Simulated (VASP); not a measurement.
# SiAs2Pt2 (I4/mmm) in VASP: single point with r2SCAN

Aim: the single point of SiAs2Pt2 with r2SCAN.

Program: VASP 6.6.1. These are calculated values, not measurements. Logs are shortened: lines on timing, memory, paths and dates and some standing lists are left out, and cuts for length are marked.

## (1) The cell of the first run

Symmetry: I4/mmm, No. 139, tetragonal system. The conventional cell has a = 4.511 Å, b = 4.511 Å, c = 9.260 Å, α = 90.00°, β = 90.00°, γ = 90.00°. Si (site symmetry 4/mmm) has 8 Pt at 3.23 Å and 10 As at 3.39 to 3.42 Å within 4.3 Å. Pt (site symmetry -4m2) has 4 As at 2.50 Å and 4 Pt at 3.19 Å and 4 Si at 3.23 Å within 3.3 Å. Within 3.3 Å of As (site symmetry 4mm) lie 1 As at 2.48 Å and 4 Pt at 2.50 Å.

## (2) Single point, r2SCAN

POSCAR reads:

```
SiAs2Pt2
1.0
    0.0000000000      4.5105542689      0.0000000000
    4.5105542689      0.0000000000      0.0000000000
    2.2552771344      2.2552771344     -4.6300210307
Si Pt As
1 2 2
Direct
    0.0000000000      0.0000000000      0.0000000000
    0.7500000000      0.2500000000      0.5000000000
    0.2500000000      0.7500000000      0.5000000000
    0.3661029302      0.3661029302      0.2677941397
    0.6338970698      0.6338970698      0.7322058603
```

INCAR.step1 reads:

```
SYSTEM = SiAs2Pt2
ALGO = Normal
EDIFF = 1E-4
ENCUT = 520
GGA = PE
ISMEAR = -1
LASPH = .True.
LCHARG = .False.
LREAL = .False.
LWAVE = .True.
NBANDS = 25
NELM = 80
PREC = Accurate
SIGMA = 0.1
```

INCAR.step2 reads:

```
SYSTEM = SiAs2Pt2
ALGO = Normal
EDIFF = 1E-7
ENCUT = 520
ISIF = 2
ISMEAR = -1
ISTART = 1
LASPH = .True.
LCHARG = .False.
LMIXTAU = .True.
LREAL = .False.
LWAVE = .False.
METAGGA = R2SCAN
NBANDS = 25
NELM = 80
PREC = Accurate
SIGMA = 0.1
```

KPOINTS reads:

```
k-points
0
Gamma
  7 7 7
  0 0 0
```

Potentials or basis: VASP PAW PBE potentials, release 64 (Si, Pt, As).

The run is started by

```bash
$ cat potpaw_PBE.64/Si/POTCAR potpaw_PBE.64/Pt/POTCAR potpaw_PBE.64/As/POTCAR > POTCAR
$ cp INCAR.step1 INCAR
$ mpirun -np 1 vasp_std > vasp.out
$ cp INCAR.step2 INCAR
$ mpirun -np 1 vasp_std > vasp.out
```

OUTCAR:

```text
SYSTEM = SiAs2Pt2
   EDIFF = 1E-7
   ENCUT = 520
   ISIF = 2
   ISMEAR = -1
   ISTART = 1
   LASPH = .True.
   LREAL = .False.
   METAGGA = R2SCAN
   NELM = 80
   PREC = Accurate

 ion  position               nearest neighbor table
   1  0.000  0.000  0.000-   2 3.23   3 3.23   2 3.23   3 3.23   2 3.23   3 3.23   2 3.23   3 3.23

   2  0.750  0.250  0.500-   4 2.50   5 2.50   4 2.50   5 2.50   3 3.19   3 3.19   3 3.19   3 3.19
                             1 3.23   1 3.23   1 3.23   1 3.23
   3  0.250  0.750  0.500-   4 2.50   5 2.50   4 2.50   5 2.50   2 3.19   2 3.19   2 3.19   2 3.19
                             1 3.23   1 3.23   1 3.23   1 3.23
   4  0.366  0.366  0.268-   5 2.48   3 2.50   2 2.50   3 2.50   2 2.50
   5  0.634  0.634  0.732-   4 2.48   2 2.50   3 2.50   2 2.50   3 2.50

  LATTYP: Found a body centered tetragonal cell.
 ALAT       =     4.5105542689
 C/A-ratio  =     2.0529720982

  Lattice vectors:

 A1 = (  -2.2552771344,   2.2552771345,   4.6300210307)
 A2 = (   2.2552771345,  -2.2552771344,   4.6300210307)
 A3 = (   2.2552771344,   2.2552771344,  -4.6300210307)

Analysis of symmetry for initial positions (statically):
=====================================================================
 Subroutine PRICEL returns:
 Original cell was already a primitive cell.

 Routine SETGRP: Setting up the symmetry group for a
 body centered tetragonal supercell.

 Subroutine GETGRP returns: Found 16 space group operations
 (whereof 16 operations were pure point group operations)
 out of a pool of 16 trial point group operations.

The static configuration has the point symmetry D_4h.

Analysis of symmetry for dynamics (positions and initial velocities):
=====================================================================
 Subroutine PRICEL returns:
 Original cell was already a primitive cell.

 Routine SETGRP: Setting up the symmetry group for a
 body centered tetragonal supercell.

 Subroutine GETGRP returns: Found 16 space group operations
 (whereof 16 operations were pure point group operations)
 out of a pool of 16 trial point group operations.

The dynamic configuration has the point symmetry D_4h.

 Subroutine INISYM returns: Found 16 space group operations
 (whereof 16 operations are pure point group operations),
 and found     1 'primitive' translations

----------------------------------------------------------------------------------------

                                     Primitive cell

  volume of cell :      94.1982

  direct lattice vectors                    reciprocal lattice vectors
     0.000000000  4.510554269  0.000000000     0.000000000  0.221702243  0.107990870
     4.510554269  0.000000000  0.000000000     0.221702243  0.000000000  0.107990870
     2.255277134  2.255277134 -4.630021031     0.000000000  0.000000000 -0.215981740

  length of vectors
     4.510554269  4.510554269  5.622245517     0.246604770  0.246604770  0.215981740

  position of ions in fractional coordinates (direct lattice)
     0.000000000  0.000000000  0.000000000
     0.750000000  0.250000000  0.500000000
     0.250000000  0.750000000  0.500000000
     0.366102930  0.366102930  0.267794140
     0.633897070  0.633897070  0.732205860

  ion indices of the primitive-cell ions
   primitive index   ion index
                 1           1
                 2           2
                 3           3
                 4           4
                 5           5

----------------------------------------------------------------------------------------

 KPOINTS: k-points

Automatic generation of k-mesh.
 Grid dimensions read from file:
 generate k-points for:    7    7    7

 Generating k-lattice:

  Cartesian coordinates                     Fractional coordinates (reciprocal lattice)
     0.000000000  0.031671749  0.015427267     0.142857143  0.000000000  0.000000000
     0.031671749  0.000000000  0.015427267     0.000000000  0.142857143  0.000000000
     0.000000000  0.000000000 -0.030854534     0.000000000  0.000000000  0.142857143

  Length of vectors
     0.035229253  0.035229253  0.030854534

  Shift w.r.t. Gamma in fractional coordinates (k-lattice)
     0.000000000  0.000000000  0.000000000

 Subroutine IBZKPT returns following result:
 ===========================================

 Found     40 irreducible k-points:

 Following reciprocal coordinates:
            Coordinates               Weight
  0.000000  0.000000  0.000000      1.000000
  0.142857  0.000000  0.000000      8.000000
  0.285714  0.000000  0.000000      8.000000
  0.428571  0.000000  0.000000      8.000000
  0.142857  0.142857  0.000000      8.000000
  0.285714  0.142857  0.000000     16.000000
[... 16 lines left out ...]
  0.285714  0.285714  0.142857      8.000000
  0.428571  0.285714  0.142857     16.000000
 [... further k-points ...]
   k-points           NKPTS =     40   k-points in BZ     NKDIM =     40   number of bands    NBANDS=     25
   number of dos      NEDOS =    301   number of ions     NIONS =      5
   total plane-waves  NPLWV =  54432
   dimension x,y,z NGX =    36 NGY =   36 NGZ =   42
   dimension x,y,z NGXF=    72 NGYF=   72 NGZF=   84
   ions per type =               1   2   2
   NGX,Y,Z   is equivalent  to a cutoff of  13.27, 13.27, 12.42 a.u.
   NGXF,Y,Z  is equivalent  to a cutoff of  26.54, 26.54, 24.84 a.u.
 SYSTEM =  SiAs2Pt2
   PREC   = accura    normal or accurate (medium, high low for compatibility)
   ISTART =      1    job   : 0-new  1-cont  2-samecut
   ICHARG =      0    charge: 1-file 2-atom 10-const
   ISPIN  =      1    spin polarized calculation?
   LNONCOLLINEAR =      F non collinear calculations
   LSORBIT =      F    spin-orbit coupling
   LASPH  =      T    aspherical Exc in radial PAW
   ENCUT  =  520.0 eV  38.22 Ry    6.18 a.u.   8.39  8.39 10.45*2*pi/ulx,y,z
   NELM   =     80;   NELMIN=  2; NELMDL=  0     # of ELM steps
   EDIFF  = 0.1E-06   stopping-criterion for ELM
   LREAL  =      F    real-space projection
   EDIFFG = 0.1E-05   stopping-criterion for IOM
   NSW    =      0    number of steps for IOM
   IBRION =     -1    ionic relax: 0-MD 1-quasi-New 2-CG
   NFREE  =      0    steps in history (QN), initial steepest desc. (CG)
   ISIF   =      2    stress and relaxation
   ISYM   =      2    0-nonsym 1-usesym 2-fastsym
   POTIM  = 0.5000    time-step for ionic-motion
   TEBEG  =    0.0;   TEEND  =   0.0 temperature during run
   PSTRESS=    0.0 pullay stress
   NELECT =      34.0000    total number of electrons
   NUPDOWN=      -1.0000    fix difference up-down
   EMIN   =  10.00;   EMAX   =-10.00  energy-range for DOS
   EFERMI =   0.00;   METHOD = LEGACY
   ISMEAR =    -1;   SIGMA  =   0.10  broadening in eV -4-tet -1-fermi 0-gaus
   EFERMI_NEDOS =   21; number of points for ismear=-14 and -15
   IALGO  =     38    algorithm
   IMIX   =      4    mixing-type and parameters
     AMIX     =   0.40;   BMIX     =  1.00
     AMIX_MAG =   1.60;   BMIX_MAG =  1.00
  volume/ion in A,a.u.               =      18.84       127.14
  Fermi-wavevector in a.u.,A,eV,Ry     =   1.165611  2.202685 18.485534  1.358648
  Thomas-Fermi vector in A             =   2.302134
   LORBIT       =      0    0 simple, 1 ext, 2 COOP (PROOUT), +10 PAW based schemes
   METAGGA = R2SCAN    functional components
   LHFCALC =     F    Hartree Fock is set to
   AEXX    =    0.0000 exact exchange contribution
   IVDW    =     0    specifies the selected vdW correction
   LEPSILON=     F    determine dielectric tensor
   LRPA    =     F    only Hartree local field effects (RPA)
 non-spin polarized calculation
  energy-cutoff  :      520.00
  volume of cell :       94.20
 maximum number of plane-waves:      2566
 NGX is ok and might be reduce to    36
   NGX = 17   NGY = 17   NGZ = 21

 number of electron      34.0000000 magnetization

 Free energy of the ion-electron system (eV)
  ---------------------------------------------------
  ext. energy  EPLUGINS =         0.00000000
  ---------------------------------------------------
  free energy    TOTEN  =      -139.80438423 eV

  energy without entropy =     -139.73850001  energy(sigma->0) =     -139.77144212

 E-fermi :   7.5172     XC(G=0): -11.7395

 val. band max:        7.5142170820   @ k =   0.2857   0.1429   0.0000
 cond. band min:       7.6133502667   @ k =   0.4286   0.0000   0.0000
 fundamental gap:      0.0991331847
 Fermi energy:         7.5171706018

 k-point     1 :       0.0000    0.0000    0.0000
  band No.  band energies     occupation
      1      -7.2301      2.00000
      2      -4.2360      2.00000
      3       0.1647      2.00000
      4       0.4771      2.00000
      5       1.2505      2.00000
      6       1.2505      2.00000
[... 17 lines left out ...]
     24      13.1031      0.00000
     25      13.6374      0.00000

 k-point     2 :       0.1429    0.0000    0.0000
  band No.  band energies     occupation
      1      -7.0911      2.00000
      2      -4.2648      2.00000
      3      -0.1374      2.00000
      4       0.2317      2.00000
      5       1.3020      2.00000
      6       2.0147      2.00000
[... 17 lines left out ...]
     24      12.8576      0.00000
     25      13.9317      0.00000

 k-point     3 :       0.2857    0.0000    0.0000
  band No.  band energies     occupation
      1      -6.7268      2.00000
      2      -4.3787      2.00000
      3      -0.7588      2.00000
      4       0.4287      2.00000
      5       1.4463      2.00000
      6       2.1030      2.00000
[... 17 lines left out ...]
     24      12.6441      0.00000
     25      14.4565      0.00000

 k-point     4 :       0.4286    0.0000    0.0000
  band No.  band energies     occupation
      1      -6.3451      2.00000
      2      -4.5578      2.00000
      3      -1.0852      2.00000
      4       0.5934      2.00000
      5       1.6393      2.00000
      6       1.7231      2.00000
[... 17 lines left out ...]
     24      13.7370      0.00000
     25      13.7594      0.00000
[... 477 lines left out ...]
 k-point    22 :      -0.1429    0.0000    0.1429
  band No.  band energies     occupation
      1      -6.8743      2.00000
      2      -4.6377      2.00000
      3      -0.4910      2.00000
      4       0.4613      2.00000
      5       1.4489      2.00000
      6       2.1895      2.00000
[... 17 lines left out ...]
     24      12.4458      0.00000
     25      14.2223      0.00000

 k-point    23 :       0.2857    0.2857    0.1429
  band No.  band energies     occupation
      1      -6.4016      2.00000
      2      -4.1948      2.00000
      3      -1.0171      2.00000
      4       0.7704      2.00000
      5       0.8941      2.00000
      6       1.8783      2.00000
[... 17 lines left out ...]
     24      13.0499      0.00000
     25      14.1105      0.00000

 k-point    24 :       0.4286    0.2857    0.1429
  band No.  band energies     occupation
      1      -6.1134      2.00000
      2      -4.2259      2.00000
      3      -0.9667      2.00000
      4       0.1926      2.00000
      5       0.8205      2.00000
      6       1.7484      2.00000
[... 17 lines left out ...]
     24      13.6617      0.00000
     25      15.1140      0.00000

 [... further k-points ...]
[... 5 lines left out ...]
  --------------------------------------------------------------------------------------
  -------------------------------------------------------------------------------------
  Total        0.0677038      0.0677038      0.0204626      0.0000000      0.0000000      0.0000000
  in kB        1.1515454      1.1515454      0.3480400      0.0000000      0.0000000      0.0000000
  external PRESSURE =       0.8837102 kB  Pullay stress =       0.0000000 kB

 VOLUME and BASIS-vectors are now :
 -----------------------------------------------------------------------------
  energy-cutoff  :      520.00
  volume of cell :       94.20
      direct lattice vectors                 reciprocal lattice vectors
     0.000000000  4.510554269  0.000000000     0.000000000  0.221702243  0.107990870
     4.510554269  0.000000000  0.000000000     0.221702243  0.000000000  0.107990870
     2.255277134  2.255277134 -4.630021031     0.000000000  0.000000000 -0.215981740

 POSITION                                       TOTAL-FORCE (eV/Angst)
 -----------------------------------------------------------------------------------
      0.00000      0.00000      0.00000        -0.000000     -0.000000      0.000000
      2.25528      4.51055     -2.31501         0.000000      0.000000     -0.000000
      4.51055      2.25528     -2.31501         0.000000     -0.000000      0.000000
      2.25528      2.25528     -1.23989         0.000000      0.000000      0.012901
      4.51055      4.51055     -3.39013        -0.000000     -0.000000     -0.012901
 -----------------------------------------------------------------------------------
    total drift:                                0.000000      0.000000      0.000000

  FREE ENERGIE OF THE ION-ELECTRON SYSTEM (eV)
  ---------------------------------------------------
  free  energy   TOTEN  =      -139.8043842258 eV

  energy  without entropy=     -139.7385000089  energy(sigma->0) =     -139.77144212
```

It took 7 min on 1 thread of Intel Xeon Platinum 8375C at 2.90GHz (Ice Lake), shared host; peak memory 0.3 GiB.

What came out:

```
Free energy            : -139.8044 eV
Pressure               : 0.1 GPa
Largest force          : 0.013 eV/Å
Band gap on the k mesh : zero (band 17 reaches 8.64 eV, above the bottom of band 18 at 6.46 eV)
```

Forces in eV/Å, atoms in the order of the input:
```
Si   0.000  0.000  0.000
Pt   0.000  0.000  0.000
Pt   0.000  0.000  0.000
As   0.000  0.000  0.013
As   0.000  0.000 -0.013
```

Levels at points of the mesh, in eV from the Fermi level:
| k point | band 14 | band 15 | band 16 | band 17 | band 18 | band 19 | band 20 | band 21 |
| --- | --- | --- | --- | --- | --- | --- | --- | --- |
| (0.00, 0.00, 0.00) | -1.83 | -1.83 | -1.75 | 0.75 | 0.75 | 1.11 | 1.24 | 1.24 |

Caveat: the PAW data sets were made with another functional, which shifts forces and pressure a little; spin-orbit coupling is left out, which moves the levels of the heavy elements.
